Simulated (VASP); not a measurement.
# Ge (Fddd) in VASP: notebook

Ge is run at these levels: PBEsol; tasks: single point.

Everything below comes from runs of VASP 6.6.1. Logs are shortened: lines on timing, memory, paths and dates and some standing lists are left out, and cuts for length are marked.

## (1) The cell of the first run

Symmetry: Fddd, No. 70, orthorhombic system. The conventional cell has a = 5.092 Å, b = 5.658 Å, c = 6.223 Å, α = 90.00°, β = 90.00°, γ = 90.00°. Within 3.2 Å of Ge (site symmetry 222) lie 4 Ge at 2.46 Å.

## (2) Single point, PBEsol (strain -0.1000 x Voigt [1, -1, 0, 0, 0, 0])

INCAR

```
  ALGO = Normal
  EDIFF = 1E-6
  ENCUT = 520
  GGA = PS
  ISIF = 2
  ISMEAR = 0
  LASPH = True
  LCHARG = False
  LREAL = False
  LWAVE = False
  NBANDS = 21
  NELM = 80
  PREC = Accurate
  SIGMA = 0.15
```

KPOINTS

```
k-points
0
Gamma
  14 14 14
```

POSCAR

```
Ge
1.0
    0.0000000000      3.1116470000      2.8287700000
    2.5458930000      0.0000000000      2.8287700000
    2.5458930000      3.1116470000      0.0000000000
Ge
2
Direct
    0.5000000000      0.5000000000      0.5000000000
    0.7500000000      0.7500000000      0.7500000000
```

Potentials or basis: VASP PAW PBE potentials, release 64 (Ge_d).

Command:

```bash
cat potpaw_PBE.64/Ge_d/POTCAR > POTCAR
mpirun -np 1 vasp_std > vasp.out
```

OUTCAR:

```text
EDIFF = 1E-6
   ENCUT = 520
   GGA = PS
   ISIF = 2
   ISMEAR = 0
   LASPH = True
   LREAL = False
   NELM = 80
   PREC = Accurate

 ion  position               nearest neighbor table
   1  0.500  0.500  0.500-   2 2.46   2 2.46   2 2.46   2 2.46
   2  0.750  0.750  0.750-   1 2.46   1 2.46   1 2.46   1 2.46

  LATTYP: Found a face centered orthorhombic cell.
 ALAT       =     5.0917860000
 B/A-ratio  =     1.1111111111
 C/A-ratio  =     1.2222222222

  Lattice vectors:

 A1 = (   0.0000000000,   3.1116470000,  -2.8287700000)
 A2 = (   2.5458930000,   3.1116470000,   0.0000000000)
 A3 = (   2.5458930000,   0.0000000000,  -2.8287700000)

Analysis of symmetry for initial positions (statically):
=====================================================================
 Subroutine PRICEL returns:
 Original cell was already a primitive cell.

 Routine SETGRP: Setting up the symmetry group for a
 face centered orthorhombic supercell.

 Subroutine GETGRP returns: Found  8 space group operations
 (whereof  4 operations were pure point group operations)
 out of a pool of  8 trial point group operations.

The static configuration has the point symmetry D_2 .
 The point group associated with its full space group is D_2h.

Analysis of symmetry for dynamics (positions and initial velocities):
=====================================================================
 Subroutine PRICEL returns:
 Original cell was already a primitive cell.

 Routine SETGRP: Setting up the symmetry group for a
 face centered orthorhombic supercell.

 Subroutine GETGRP returns: Found  8 space group operations
 (whereof  4 operations were pure point group operations)
 out of a pool of  8 trial point group operations.

The dynamic configuration has the point symmetry D_2 .
 The point group associated with its full space group is D_2h.

 Subroutine INISYM returns: Found  8 space group operations
 (whereof  4 operations are pure point group operations),
 and found     1 'primitive' translations

----------------------------------------------------------------------------------------

                                     Primitive cell

  volume of cell :      44.8186

  direct lattice vectors                    reciprocal lattice vectors
     0.000000000  3.111647000  2.828770000    -0.196394742  0.160686607  0.176755268
     2.545893000  0.000000000  2.828770000     0.196394742 -0.160686607  0.176755268
     2.545893000  3.111647000  0.000000000     0.196394742  0.160686607 -0.176755268

  length of vectors
     4.205268929  3.805720810  4.020437566     0.309246674  0.309246674  0.309246674

[... 79 lines left out ...]
   NELM   =     80;   NELMIN=  2; NELMDL= -5     # of ELM steps
   EDIFF  = 0.1E-05   stopping-criterion for ELM
   LREAL  =      F    real-space projection
   EDIFFG = 0.1E-04   stopping-criterion for IOM
   NSW    =      0    number of steps for IOM
   IBRION =     -1    ionic relax: 0-MD 1-quasi-New 2-CG
   NFREE  =      0    steps in history (QN), initial steepest desc. (CG)
   ISIF   =      2    stress and relaxation
   ISYM   =      2    0-nonsym 1-usesym 2-fastsym
   POTIM  = 0.5000    time-step for ionic-motion
   TEBEG  =    0.0;   TEEND  =   0.0 temperature during run
   PSTRESS=    0.0 pullay stress
   NELECT =      28.0000    total number of electrons
   NUPDOWN=      -1.0000    fix difference up-down
   EMIN   =  10.00;   EMAX   =-10.00  energy-range for DOS
   EFERMI =   0.00;   METHOD = LEGACY
   ISMEAR =     0;   SIGMA  =   0.15  broadening in eV -4-tet -1-fermi 0-gaus
   EFERMI_NEDOS =   21; number of points for ismear=-14 and -15
   IALGO  =     38    algorithm
   IMIX   =      4    mixing-type and parameters
     AMIX     =   0.40;   BMIX     =  1.00
     AMIX_MAG =   1.60;   BMIX_MAG =  1.00
  volume/ion in A,a.u.               =      22.41       151.23
  Fermi-wavevector in a.u.,A,eV,Ry     =   1.399506  2.644683 26.648608  1.958617
  Thomas-Fermi vector in A             =   2.522559
   LORBIT       =      0    0 simple, 1 ext, 2 COOP (PROOUT), +10 PAW based schemes
   GGA     = PS    functional components
   LHFCALC =     F    Hartree Fock is set to
   AEXX    =    0.0000 exact exchange contribution
   IVDW    =     0    specifies the selected vdW correction
   LEPSILON=     F    determine dielectric tensor
   LRPA    =     F    only Hartree local field effects (RPA)
 non-spin polarized calculation
 Gauss-broadening in eV      SIGMA  =   0.15
  energy-cutoff  :      520.00
  volume of cell :       44.82
 maximum number of plane-waves:      1225
   NGX = 15   NGY = 15   NGZ = 15

 number of electron      28.0000013 magnetization

 Free energy of the ion-electron system (eV)
  ---------------------------------------------------
  ext. energy  EPLUGINS =         0.00000000
  ---------------------------------------------------
  free energy    TOTEN  =        -9.68623897 eV

  energy without entropy =       -9.68337903  energy(sigma->0) =       -9.68480900

 E-fermi :   4.9244     XC(G=0): -10.2150

 val. band max:        4.9114383007   @ k =   0.0000   0.5000   0.5000
 cond. band min:       4.9310341625   @ k =  -0.0714   0.4286   0.3571
 fundamental gap:      0.0195958618
 Fermi energy:         4.9243511947

 k-point     1 :       0.0000    0.0000    0.0000
  band No.  band energies     occupation
      1     -19.8460      2.00000
      2     -19.8140      2.00000
      3     -19.7980      2.00000
      4     -19.7916      2.00000
      5     -19.7737      2.00000
      6     -19.6205      2.00000
[... 565 lines left out ...]
     20      13.9647      0.00000
     21      14.7357      0.00000

 [... further k-points ...]

------------------------ aborting loop because EDIFF is reached ----------------------------------------

  FORCE on cell =-STRESS in cart. coord.  units (eV):
  Direction    XX          YY          ZZ          XY          YZ          ZX
  --------------------------------------------------------------------------------------
  -------------------------------------------------------------------------------------
  Total        1.5748099     -1.8401490      0.8341719      0.0000000      0.0000000      0.0000000
  in kB       56.2963979    -65.7817580     29.8200288      0.0000000      0.0000000      0.0000000
  external PRESSURE =       6.7782229 kB  Pullay stress =       0.0000000 kB

 VOLUME and BASIS-vectors are now :
 -----------------------------------------------------------------------------
  energy-cutoff  :      520.00
  volume of cell :       44.82
      direct lattice vectors                 reciprocal lattice vectors
     0.000000000  3.111647000  2.828770000    -0.196394742  0.160686607  0.176755268
     2.545893000  0.000000000  2.828770000     0.196394742 -0.160686607  0.176755268
     2.545893000  3.111647000  0.000000000     0.196394742  0.160686607 -0.176755268

 POSITION                                       TOTAL-FORCE (eV/Angst)
 -----------------------------------------------------------------------------------
      2.54589      3.11165      2.82877        -0.000000     -0.000000      0.000000
      3.81884      4.66747      4.24315         0.000000      0.000000      0.000000
 -----------------------------------------------------------------------------------
    total drift:                                0.000000     -0.000000      0.000000

  FREE ENERGIE OF THE ION-ELECTRON SYSTEM (eV)
  ---------------------------------------------------
  free  energy   TOTEN  =        -9.6862389689 eV

  energy  without entropy=       -9.6833790282  energy(sigma->0) =       -9.68480900
```

OSZICAR:

```text
N       E                     dE             d eps       ncg     rms          rms(c)
DAV:   1     0.190938177908E+03    0.19094E+03   -0.14622E+04 20155   0.366E+03
DAV:   2     0.179603217231E+02   -0.17298E+03   -0.16758E+03 18046   0.615E+02
DAV:   3    -0.892410103997E+01   -0.26884E+02   -0.26704E+02 20816   0.143E+02
DAV:   4    -0.981604049443E+01   -0.89194E+00   -0.89144E+00 20254   0.308E+01
DAV:   5    -0.983054770005E+01   -0.14507E-01   -0.14507E-01 20574   0.433E+00    0.317E+00
DAV:   6    -0.973182186989E+01    0.98726E-01   -0.35981E-02 24255   0.242E+00    0.179E+00
DAV:   7    -0.968531519535E+01    0.46507E-01   -0.56761E-02 19451   0.259E+00    0.143E-01
DAV:   8    -0.968616099277E+01   -0.84580E-03   -0.74567E-03 20071   0.122E+00    0.539E-02
DAV:   9    -0.968622924140E+01   -0.68249E-04   -0.16886E-04 21276   0.160E-01    0.132E-02
DAV:  10    -0.968623806373E+01   -0.88223E-05   -0.18605E-05 21632   0.551E-02    0.436E-03
DAV:  11    -0.968623896887E+01   -0.90514E-06   -0.32295E-06 18214   0.293E-02
   1 F= -.96862390E+01 E0= -.96848090E+01  d E =-.285994E-02
```

stdout:

```text
POSCAR found type information on POSCAR Ge
 POSCAR found :  1 types and       2 ions
 scaLAPACK will be used
 -----------------------------------------------------------------------------
|                                                                             |
|                                                                             |
|     You enforced a specific xc type in the INCAR file but a different       |
|     I HOPE YOU KNOW WHAT YOU ARE DOING!                                     |
|                                                                             |
 -----------------------------------------------------------------------------

 LDA part: xc-table for (Slater+PW92), standard interpolation
 POSCAR, INCAR and KPOINTS ok, starting setup
 FFT: planning ... GRIDC
 FFT: planning ... GRID_SOFT
 FFT: planning ... GRID
 WAVECAR not read
 entering main loop
```

Run time: 3.6 min. Hardware: 1 thread of Intel Xeon 6975P-C, shared host; peak memory 0.41 GiB.

Results:

```
Free energy            : -9.6862 eV
Pressure               : 0.7 GPa
Band gap on the k mesh : zero (band 14 reaches 5.30 eV, above the bottom of band 15 at 4.55 eV)
```

Stress tensor (GPa, compression positive):
```
 5.63  0.00  0.00
 0.00 -6.58  0.00
 0.00  0.00  2.98
```

Caveat: the cell differs from its parent crystal (strain -0.1000 x Voigt [1, -1, 0, 0, 0, 0]); the PAW data sets were made with another functional, which shifts forces and pressure a little.

## (3) Single point, PBEsol (strain +0.0875 x Voigt [1, -1, 0, 0, 0, 0])

INCAR

```
PREC = Accurate
ENCUT = 520
EDIFF = 1E-6
ISMEAR = 0
SIGMA = 0.15
LREAL = F
LASPH = T
NELM = 60
ALGO = Normal
ISIF = 2
LWAVE = F
LCHARG = F
GGA = PS
NBANDS = 21
```

KPOINTS

```
regular mesh
0
Gamma
  14 14 14
```

POSCAR

```
Ge
1.0
    0.0000000000      2.5812526250      2.8287700000
    3.0762873750      0.0000000000      2.8287700000
    3.0762873750      2.5812526250      0.0000000000
Ge
2
Direct
    0.5000000000      0.5000000000      0.5000000000
    0.7500000000      0.7500000000      0.7500000000
```

Potentials or basis: VASP PAW PBE potentials, release 64 (Ge_d).

Command:

```bash
cat potpaw_PBE.64/Ge_d/POTCAR > POTCAR
mpirun -np 1 vasp_std > vasp.out
```

OUTCAR:

```text
PREC = Accurate
   ENCUT = 520
   EDIFF = 1E-6
   ISMEAR = 0
   LREAL = F
   LASPH = T
   NELM = 60
   ISIF = 2
   GGA = PS

 ion  position               nearest neighbor table
   1  0.500  0.500  0.500-   2 2.46   2 2.46   2 2.46   2 2.46
   2  0.750  0.750  0.750-   1 2.46   1 2.46   1 2.46   1 2.46

  LATTYP: Found a face centered orthorhombic cell.
 ALAT       =     5.1625052500
 B/A-ratio  =     1.0958904110
 C/A-ratio  =     1.1917808219

  Lattice vectors:

 A1 = (  -3.0762873750,   0.0000000000,  -2.8287700000)
 A2 = (  -3.0762873750,   2.5812526250,   0.0000000000)
 A3 = (   0.0000000000,   2.5812526250,  -2.8287700000)

Analysis of symmetry for initial positions (statically):
=====================================================================
 Subroutine PRICEL returns:
 Original cell was already a primitive cell.

 Routine SETGRP: Setting up the symmetry group for a
 face centered orthorhombic supercell.

 Subroutine GETGRP returns: Found  8 space group operations
 (whereof  4 operations were pure point group operations)
 out of a pool of  8 trial point group operations.

The static configuration has the point symmetry D_2 .
 The point group associated with its full space group is D_2h.

Analysis of symmetry for dynamics (positions and initial velocities):
=====================================================================
 Subroutine PRICEL returns:
 Original cell was already a primitive cell.

 Routine SETGRP: Setting up the symmetry group for a
 face centered orthorhombic supercell.

 Subroutine GETGRP returns: Found  8 space group operations
 (whereof  4 operations were pure point group operations)
 out of a pool of  8 trial point group operations.

The dynamic configuration has the point symmetry D_2 .
[... 112 lines left out ...]
   NUPDOWN=      -1.0000    fix difference up-down
   EMIN   =  10.00;   EMAX   =-10.00  energy-range for DOS
   EFERMI =   0.00;   METHOD = LEGACY
   ISMEAR =     0;   SIGMA  =   0.15  broadening in eV -4-tet -1-fermi 0-gaus
   EFERMI_NEDOS =   21; number of points for ismear=-14 and -15
   IALGO  =     38    algorithm
   IMIX   =      4    mixing-type and parameters
     AMIX     =   0.40;   BMIX     =  1.00
     AMIX_MAG =   1.60;   BMIX_MAG =  1.00
  volume/ion in A,a.u.               =      22.46       151.58
  Fermi-wavevector in a.u.,A,eV,Ry     =   1.398403  2.642599 26.606632  1.955532
  Thomas-Fermi vector in A             =   2.521565
   LORBIT       =      0    0 simple, 1 ext, 2 COOP (PROOUT), +10 PAW based schemes
   GGA     = PS    functional components
   LHFCALC =     F    Hartree Fock is set to
   AEXX    =    0.0000 exact exchange contribution
   IVDW    =     0    specifies the selected vdW correction
   LEPSILON=     F    determine dielectric tensor
   LRPA    =     F    only Hartree local field effects (RPA)
 non-spin polarized calculation
 Gauss-broadening in eV      SIGMA  =   0.15
  energy-cutoff  :      520.00
  volume of cell :       44.92
 maximum number of plane-waves:      1228
   NGX = 15   NGY = 15   NGZ = 15

 number of electron      28.0000022 magnetization

 Free energy of the ion-electron system (eV)
  ---------------------------------------------------
  ext. energy  EPLUGINS =         0.00000000
  ---------------------------------------------------
  free energy    TOTEN  =        -9.72741075 eV

  energy without entropy =       -9.72508977  energy(sigma->0) =       -9.72625026

 E-fermi :   4.9243     XC(G=0): -10.1948

 val. band max:        4.9055436372   @ k =   0.2857   0.0000   0.2857
 cond. band min:       4.9256669559   @ k =   0.5000  -0.0000   0.4286
 fundamental gap:      0.0201233187
 Fermi energy:         4.9243488617

 k-point     1 :       0.0000    0.0000    0.0000
  band No.  band energies     occupation
      1     -19.8601      2.00000
      2     -19.8329      2.00000
      3     -19.8178      2.00000
      4     -19.8080      2.00000
      5     -19.7926      2.00000
      6     -19.6312      2.00000
[... 565 lines left out ...]
     20      13.9354      0.00000
     21      14.7267      0.00000

 [... further k-points ...]

------------------------ aborting loop because EDIFF is reached ----------------------------------------

  FORCE on cell =-STRESS in cart. coord.  units (eV):
  Direction    XX          YY          ZZ          XY          YZ          ZX
  --------------------------------------------------------------------------------------
  -------------------------------------------------------------------------------------
  Total       -1.6371560      1.4732200      0.6658598      0.0000000      0.0000000      0.0000000
  in kB      -58.3869227     52.5403714     23.7469762      0.0000000      0.0000000      0.0000000
  external PRESSURE =       5.9668083 kB  Pullay stress =       0.0000000 kB

 VOLUME and BASIS-vectors are now :
 -----------------------------------------------------------------------------
  energy-cutoff  :      520.00
  volume of cell :       44.92
      direct lattice vectors                 reciprocal lattice vectors
     0.000000000  2.581252625  2.828770000    -0.162533580  0.193704403  0.176755268
     3.076287375  0.000000000  2.828770000     0.162533580 -0.193704403  0.176755268
     3.076287375  2.581252625  0.000000000     0.162533580  0.193704403 -0.176755268

 POSITION                                       TOTAL-FORCE (eV/Angst)
 -----------------------------------------------------------------------------------
      3.07629      2.58125      2.82877        -0.000000      0.000000      0.000000
      4.61443      3.87188      4.24315         0.000000      0.000000      0.000000
 -----------------------------------------------------------------------------------
    total drift:                                0.000000      0.000000      0.000000

  FREE ENERGIE OF THE ION-ELECTRON SYSTEM (eV)
  ---------------------------------------------------
  free  energy   TOTEN  =        -9.7274107500 eV

  energy  without entropy=       -9.7250897693  energy(sigma->0) =       -9.72625026
```

OSZICAR:

```text
N       E                     dE             d eps       ncg     rms          rms(c)
DAV:   1     0.191240759125E+03    0.19124E+03   -0.14571E+04 20129   0.366E+03
DAV:   2     0.180808029580E+02   -0.17316E+03   -0.16769E+03 18086   0.617E+02
DAV:   3    -0.895314716431E+01   -0.27034E+02   -0.26847E+02 20656   0.143E+02
DAV:   4    -0.985921598807E+01   -0.90607E+00   -0.90547E+00 20397   0.309E+01
DAV:   5    -0.987394532107E+01   -0.14729E-01   -0.14729E-01 20521   0.436E+00    0.319E+00
DAV:   6    -0.977374618800E+01    0.10020E+00   -0.36212E-02 24260   0.238E+00    0.181E+00
DAV:   7    -0.972643493007E+01    0.47311E-01   -0.57367E-02 19366   0.256E+00    0.146E-01
DAV:   8    -0.972732646117E+01   -0.89153E-03   -0.73933E-03 20205   0.122E+00    0.532E-02
DAV:   9    -0.972739909154E+01   -0.72630E-04   -0.17909E-04 20866   0.171E-01    0.132E-02
DAV:  10    -0.972740976810E+01   -0.10677E-04   -0.19357E-05 21183   0.521E-02    0.448E-03
DAV:  11    -0.972741074996E+01   -0.98186E-06   -0.35488E-06 19468   0.311E-02
   1 F= -.97274107E+01 E0= -.97262503E+01  d E =-.232098E-02
```

It took 4.5 min on 1 thread of Intel Xeon 6975P-C, shared host; peak memory 0.42 GiB.

What came out:

| Quantity | Value |
| --- | --- |
| Free energy | -9.7274 eV |
| Pressure | 0.6 GPa |
| Band gap on the k mesh | zero (band 14 reaches 5.22 eV, above the bottom of band 15 at 4.65 eV) |

Stress tensor (GPa, compression positive):
```
-5.84  0.00  0.00
 0.00  5.25  0.00
 0.00  0.00  2.37
```

Levels at points of the mesh, in eV from the Fermi level:
```
           k point  band 12  band 13  band 14  band 15  band 16  band 17
(0.00, 0.00, 0.00)    -0.72    -0.14     0.13     0.65     2.24     2.70
(0.50, 0.00, 0.00)    -7.62    -2.05    -0.71    -0.22     3.46     4.46
(0.50, 0.50, 0.00)    -8.87    -2.98    -2.98     0.72     0.72     8.27
(0.50, 0.00, 0.50)    -8.45    -3.64    -3.64     0.04     0.04     9.15
(0.00, 0.50, 0.50)    -9.31    -2.40    -2.40     1.43     1.43     9.04
```

Caveat: the cell differs from its parent crystal (strain +0.0875 x Voigt [1, -1, 0, 0, 0, 0]); the PAW data sets were made with another functional, which shifts forces and pressure a little.

(Continued in part 2 of 2.)
